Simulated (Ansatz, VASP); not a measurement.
V in VASP and in Ansatz

```
CELL_PARAMETERS angstrom
-1.50162 1.50162 1.50162
1.50162 -1.50162 1.50162
1.50162 1.50162 -1.50162
ATOMIC_POSITIONS crystal
V 0.00000 0.00000 0.00000
```

Alike in both runs: task single point; functional PBE; k mesh 11 × 11 × 11; occupations fermi-dirac, width 0.05 eV; collinear spin.

|  | VASP | Ansatz |
| --- | --- | --- |
| version | VASP 6.6.1 | Ansatz 0.2.0 |
| potentials or method | VASP PAW PBE potentials, release 64 (V_sv), cutoff 520 eV | plane waves, PAW |
| valence electrons in the cell | 13 | 13 |

```tsv
	VASP	Ansatz	Ansatz less VASP
net moment per atom (μB)	0.00	0.00	0.000
```

With one functional, cell and mesh, what is left measures potentials, basis and numerics. Ansatz's warnings: seeded moment not kept.
